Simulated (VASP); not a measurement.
Input of a VASP 6.6.1 run:

The input POSCAR:

```
Mg2C3
1.0
    2.4155000000     -2.3500000000      0.0000000000
    2.4155000000      2.3500000000      0.0000000000
   -1.2270700000      0.0000000000      4.8332800000
Mg C
2 3
Direct
    0.8087000000      0.8087000000      0.2011000000
    0.1913000000      0.1913000000      0.7989000000
    0.2989000000      0.2989000000      0.2615000000
    0.7011000000      0.7011000000      0.7385000000
    0.5000000000      0.5000000000      0.5000000000
```

INCAR.step1

```
PREC = Accurate ; ENCUT = 660
ISMEAR = 0 ; SIGMA = 0.1
LREAL = F ; LASPH = T
NELM = 120 ; NBANDS = 24
GGA = PE ; ALGO = Normal
EDIFF = 1E-5 ; LWAVE = T
LCHARG = F ; GGA_COMPAT = F
```

File INCAR.step2:

```
PREC = Accurate ; ENCUT = 660
EDIFF = 1E-6 ; ISMEAR = 0
SIGMA = 0.1 ; LREAL = F
LASPH = T ; NELM = 120
ALGO = Normal ; ISIF = 2
LWAVE = F ; LCHARG = T
METAGGA = R2SCAN ; LMIXTAU = T
LELF = T ; LVHAR = T
NBANDS = 24 ; ISTART = 1
GGA_COMPAT = F
```

The input KPOINTS:

```
regular mesh
0
Gamma
  6 6 4
```

Potentials or basis: VASP PAW PBE potentials, release 64 (Mg_sv, C).

Run with:

```console
$ cat potpaw_PBE.64/Mg_sv/POTCAR potpaw_PBE.64/C/POTCAR > POTCAR
$ cp INCAR.step1 INCAR
$ mpirun -np 1 vasp_std > vasp.out
$ cp INCAR.step2 INCAR
$ mpirun -np 1 vasp_std > vasp.out
```

(1) What does it give for the band gap on the k mesh?

(2) Predict the pressure.

(3) Predict the largest force.

Answers

(1) 2.02 eV (least direct gap 2.75 eV).

(2) -3.1 GPa.

(3) 0.760 eV/Å.

Caveat: the cell stands under tension; the PAW data sets were made with another functional, which shifts forces and pressure a little.
